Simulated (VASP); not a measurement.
# C (Cccm) in VASP: further runs, part 2 of 2

VASP 6.6.1. The steps go on from the part before.

## 3. Relaxation of cell and atoms, PBE

INCAR reads:

```
PREC = Accurate ; ENCUT = 600
EDIFF = 1E-7 ; ISMEAR = 0
SIGMA = 0.02 ; LREAL = F
LASPH = T ; NELM = 100
ALGO = Normal ; ISIF = 3
LWAVE = F ; LCHARG = F
GGA = PE ; IBRION = 2
NSW = 100 ; EDIFFG = -0.01
```

KPOINTS reads:

```
Automatic mesh
0
Gamma
  8 8 6
```

POSCAR reads:

```
C
1.0
    2.4008347300     -2.4602992005      0.0000000000
    2.4008347300      2.4602992005      0.0000000000
    0.0000000000      0.0000000000      4.4594362603
C
6
Direct
    0.5000000000      0.5000000000      0.7500000000
    0.5000000000      0.5000000000      0.2500000000
    0.4981627417      0.1936866662      0.5000000000
    0.5018372583      0.8063133338      0.5000000000
    0.1936866662      0.4981627417      0.0000000000
    0.8063133338      0.5018372583      0.0000000000
```

Potentials or basis: VASP PAW PBE potentials, release 64 (C).

Run with:

```bash
> cat potpaw_PBE.64/C/POTCAR > POTCAR
> mpirun -np 1 vasp_std > vasp.out
```

OUTCAR:

```text
PREC = Accurate
   ENCUT = 600
   EDIFF = 1E-7
   ISMEAR = 0
   LREAL = F
   LASPH = T
   NELM = 100
   ISIF = 3
   GGA = PE
   IBRION = 2
   NSW = 100
   EDIFFG = -0.01

 ion  position               nearest neighbor table
   1  0.500  0.500  0.750-   3 1.53   4 1.53   5 1.53   6 1.53
   2  0.500  0.500  0.250-   3 1.53   4 1.53   5 1.53   6 1.53
   3  0.498  0.194  0.500-   4 1.33   2 1.53   1 1.53
   4  0.502  0.806  0.500-   3 1.33   2 1.53   1 1.53
   5  0.194  0.498  0.000-   6 1.33   2 1.53   1 1.53
   6  0.806  0.502  0.000-   5 1.33   2 1.53   1 1.53

  LATTYP: Found a base centered orthorhombic cell.
 ALAT       =     4.8016694600
 B/A-ratio  =     1.0247682482
 C/A-ratio  =     0.9287262061

  Lattice vectors:

 A1 = (   2.4008347300,  -2.4602992005,   0.0000000000)
 A2 = (   2.4008347300,   2.4602992005,   0.0000000000)
[... 393 lines left out ...]
  ext. energy  EPLUGINS =         0.00000000
  ---------------------------------------------------
  free energy    TOTEN  =       -51.20844473 eV

  energy without entropy =      -51.20844473  energy(sigma->0) =      -51.20844473

 E-fermi :   4.7033     XC(G=0): -10.3650

 val. band max:        4.5716958568   @ k =   0.0000   0.0000   0.5000
 cond. band min:       5.2356420107   @ k =   0.5000   0.3750   0.0000
 fundamental gap:      0.6639461540
 Fermi energy:         4.7033426804

 k-point     1 :       0.0000    0.0000    0.0000
  band No.  band energies     occupation
      1     -14.8925      2.00000
      2     -10.8207      2.00000
      3      -8.1616      2.00000
      4      -6.1381      2.00000
      5      -5.8443      2.00000
      6      -3.9930      2.00000
[... 433 lines left out ...]
      3      -8.4010      2.00000
      4      -6.9183      2.00000
      5      -5.7889      2.00000
      6      -3.6618      2.00000
[... 8 lines left out ...]
     15       9.9232      0.00000
     16      11.4229      0.00000

 [... further k-points ...]
[... 5 lines left out ...]
  --------------------------------------------------------------------------------------
  -------------------------------------------------------------------------------------
  Total       -0.0141894     -0.0056251      0.0005874      0.0000000      0.0000000      0.0000000
  in kB       -0.4314305     -0.1710322      0.0178612      0.0000000      0.0000000      0.0000000
  external PRESSURE =      -0.1948672 kB  Pullay stress =       0.0000000 kB
[... 21 lines left out ...]
  FREE ENERGIE OF THE ION-ELECTRON SYSTEM (eV)
  ---------------------------------------------------
  free  energy   TOTEN  =       -51.2084447256 eV

  energy  without entropy=      -51.2084447256  energy(sigma->0) =      -51.20844473

 reached required accuracy - stopping structural energy minimisation
```

OSZICAR:

```text
N       E                     dE             d eps       ncg     rms          rms(c)
DAV:   1     0.997543960411E+02    0.99754E+02   -0.14078E+04  2688   0.156E+03
DAV:   2    -0.487683448309E+02   -0.14852E+03   -0.14666E+03  3584   0.280E+02
[... 107 lines left out ...]
  15 F= -.51208391E+02 E0= -.51208391E+02  d E =0.262978E-04
       N       E                     dE             d eps       ncg     rms          rms(c)
DAV:   1    -0.512084515706E+02   -0.60787E-04   -0.45184E-03  2688   0.572E-01    0.209E-02
DAV:   2    -0.512084468951E+02    0.46755E-05   -0.96775E-05  3896   0.821E-02    0.117E-02
DAV:   3    -0.512084449253E+02    0.19698E-05   -0.21019E-05  3352   0.344E-02    0.480E-03
DAV:   4    -0.512084446988E+02    0.22650E-06   -0.44133E-06  3168   0.152E-02    0.294E-03
DAV:   5    -0.512084447256E+02   -0.26729E-07   -0.44408E-07  3296   0.591E-03
  16 F= -.51208445E+02 E0= -.51208445E+02  d E =-.276504E-04
```

Wall time 6.4 min (1 thread of Intel Xeon Platinum 8488C (Sapphire Rapids), shared host); peak memory 0.2 GiB.

Results:

| Property | Result |
| --- | --- |
| Free energy | -51.2084 eV |
| Relaxed volume | 8.78 Å³/atom |
| Relaxed cell | a = 3.438 Å, b = 3.438 Å, c = 4.459 Å, α = 90.00°, β = 90.00°, γ = 89.92° |
| Space group after relaxing (to 0.05 Å) | P4_2/mmc (No. 131) |
| Energy gained by relaxing | 0.2 meV/atom |
| Ionic steps | 16 |
| Pressure after relaxing | 0.0 GPa |
| Band gap on the k mesh | 0.66 eV, indirect (least direct gap 2.09 eV) |

Forces in eV/Å, atoms in the order of the input:
```
C    0.000  0.000  0.000
C    0.000  0.000  0.000
C    0.002 -0.002  0.000
C   -0.002  0.002  0.000
C    0.002  0.002  0.000
C   -0.002 -0.002  0.000
```

Step by step:
```
step  energy change (eV)  largest force (eV/Å)  pressure (GPa)  volume (Å³)
   1              0.0000                0.0063           -0.04        52.68
   2             -0.0001                0.0299            0.03        52.66
   3             -0.0001                0.0589            0.09        52.65
   4             -0.0001                0.0553            0.10        52.65
   5             -0.0002                0.0459            0.13        52.64
   6             -0.0002                0.0310            0.21        52.63
   7             -0.0003                0.0415            0.35        52.60
   8             -0.0003                0.0407            0.33        52.61
   9             -0.0005                0.0390            0.26        52.62
  10             -0.0007                0.0397            0.13        52.65
  11             -0.0007                0.0610           -0.16        52.71
  12             -0.0008                0.0470           -0.01        52.68
  13             -0.0009                0.0269            0.00        52.69
  14             -0.0010                0.0385            0.00        52.69
  15             -0.0010                0.0532           -0.05        52.70
  16             -0.0010                0.0027           -0.02        52.69
```

Final structure:
```
C
1.0
     2.43238   -2.42902    0.00000
     2.43238    2.42902    0.00000
     0.00000    0.00000    4.45934
C
6
Direct
  0.50000 0.50000 0.75000
  0.50000 0.50000 0.25000
  0.50007 0.19375 0.50000
  0.49993 0.80625 0.50000
  0.19375 0.50007 0.00000
  0.80625 0.49993 0.00000
```

A k mesh can miss the band edges.

## 4. Single point, PBE

INCAR reads:

```
SYSTEM = C
ALGO = Normal
EDIFF = 1E-7
ENCUT = 520
GGA = PE
ISIF = 2
ISMEAR = 0
LASPH = .TRUE.
LCHARG = .TRUE.
LELF = .TRUE.
LREAL = .FALSE.
LVHAR = .TRUE.
LWAVE = .FALSE.
NBANDS = 21
NELM = 100
PREC = Accurate
SIGMA = 0.1
```

KPOINTS reads:

```
k-points
0
G
  6 6 4
  0 0 0
```

POSCAR reads:

```
C
1.0
    2.4008347300     -2.4602992005      0.0000000000
    2.4008347300      2.4602992005      0.0000000000
    0.0000000000      0.0000000000      4.4594362603
C
6
Direct
    0.5000000000      0.5000000000      0.2500000000
    0.5000000000      0.5000000000      0.7500000000
    0.4981627417      0.1936866662      0.0000000000
    0.5018372583      0.8063133338      0.0000000000
    0.1936866662      0.4981627417      0.5000000000
    0.8063133338      0.5018372583      0.5000000000
```

Potentials or basis: VASP PAW PBE potentials, release 64 (C).

Run with:

```bash
> cat potpaw_PBE.64/C/POTCAR > POTCAR
> mpirun -np 1 vasp_std > vasp.out
```

OUTCAR:

```text
SYSTEM = C
   EDIFF = 1E-7
   ENCUT = 520
   GGA = PE
   ISIF = 2
   ISMEAR = 0
   LASPH = .TRUE.
   LREAL = .FALSE.
   NELM = 100
   PREC = Accurate

 ion  position               nearest neighbor table
   1  0.500  0.500  0.250-   3 1.53   4 1.53   5 1.53   6 1.53
   2  0.500  0.500  0.750-   3 1.53   4 1.53   5 1.53   6 1.53
   3  0.498  0.194  0.000-   4 1.33   2 1.53   1 1.53
   4  0.502  0.806  0.000-   3 1.33   2 1.53   1 1.53
   5  0.194  0.498  0.500-   6 1.33   2 1.53   1 1.53
[... 788 lines left out ...]
  -------------------------------------------------------------------------------------
  Total        0.1792603      0.0215080      0.1295278      0.0000000      0.0000000      0.0000000
  in kB        5.4517317      0.6541082      3.9392504      0.0000000      0.0000000      0.0000000
  external PRESSURE =       3.3483634 kB  Pullay stress =       0.0000000 kB

 VOLUME and BASIS-vectors are now :
 -----------------------------------------------------------------------------
  energy-cutoff  :      520.00
  volume of cell :       52.68
      direct lattice vectors                 reciprocal lattice vectors
     2.400834730 -2.460299201  0.000000000     0.208260899 -0.203227315  0.000000000
     2.400834730  2.460299201  0.000000000     0.208260899  0.203227315  0.000000000
     0.000000000  0.000000000  4.459436260     0.000000000  0.000000000  0.224243591

 POSITION                                       TOTAL-FORCE (eV/Angst)
 -----------------------------------------------------------------------------------
      2.40083      0.00000      1.11486         0.000000      0.000000      0.000000
      2.40083      0.00000      3.34458         0.000000      0.000000     -0.000000
      1.66102     -0.74910      0.00000         0.000744      0.000702     -0.000000
      3.14065      0.74910      0.00000        -0.000744     -0.000702      0.000000
      1.66102      0.74910      2.22972         0.000744     -0.000702     -0.000000
      3.14065     -0.74910      2.22972        -0.000744      0.000702      0.000000
 -----------------------------------------------------------------------------------
    total drift:                                0.000000      0.000000      0.000000

  FREE ENERGIE OF THE ION-ELECTRON SYSTEM (eV)
  ---------------------------------------------------
  free  energy   TOTEN  =       -51.1957155304 eV

  energy  without entropy=      -51.1957154669  energy(sigma->0) =      -51.19571550
```

stdout:

```text
POSCAR found type information on POSCAR C
 POSCAR found :  1 types and       6 ions
 scaLAPACK will be used
 LDA part: xc-table for (Slater+PW92), standard interpolation
 POSCAR, INCAR and KPOINTS ok, starting setup
 FFT: planning ... GRIDC
 FFT: planning ... GRID_SOFT
 FFT: planning ... GRID
 WAVECAR not read
 entering main loop
```

Wall time 18 s (1 thread of Intel Xeon 6975P-C (Granite Rapids), shared host); peak memory 0.17 GiB.

Results:

| Property | Result |
| --- | --- |
| Free energy | -51.1957 eV |
| Pressure | 0.3 GPa |
| Band gap on the k mesh | 0.65 eV, indirect (least direct gap 2.06 eV) |

Stress tensor (GPa, compression positive):
```
0.55 0.00 0.00
0.00 0.07 0.00
0.00 0.00 0.39
```

Levels at points of the mesh, in eV from the valence-band top:
```csv
k point,band 10,band 11,band 12,band 13,band 14,band 15
"(0.00, 0.00, 0.00)",-3.77,-2.41,-2.36,3.88,5.56,5.67
"(0.50, 0.00, 0.00)",-2.68,-2.01,-1.91,1.29,4.19,6.19
"(0.50, 0.50, 0.00)",-4.59,-1.80,-1.34,0.71,0.79,8.97
"(0.00, 0.00, 0.50)",-6.28,0.00,0.00,3.95,3.95,4.84
"(0.50, 0.00, 0.50)",-3.75,-2.37,-1.89,3.69,4.09,4.85
"(0.50, 0.50, 0.50)",-3.67,-3.42,-3.42,1.41,1.41,8.21
```

A k mesh can miss the band edges. As with any semilocal functional, this PBE gap is likely too small.

## 5. The runs side by side

```tsv
task	cell	k mesh	cutoff (eV)	smearing	gap on the mesh (eV)	pressure (GPa)
single point	a = 3.438, b = 3.438, c = 4.459 Å, angles 90.0, 90.0, 90.1°, 6 atoms	8 × 8 × 6	520	gaussian 0.02 eV	0.66	0.3
relaxation of cell and atoms	relaxed from a = 3.438, b = 3.438, c = 4.459 Å, angles 90.0, 90.0, 91.4°, 6 atoms	8 × 8 × 6	600	gaussian 0.02 eV	0.66	0.0
single point	a = 3.438, b = 3.438, c = 4.459 Å, angles 90.0, 90.0, 91.4°, 6 atoms	6 × 6 × 4	520	gaussian 0.1 eV	0.65	0.3
```

Alike in all rows: level PBE; potentials or basis VASP PAW PBE potentials, release 64 (C); no spin polarisation.

Total energies depend on the potentials used, so only differences within one code and one set of settings carry meaning.
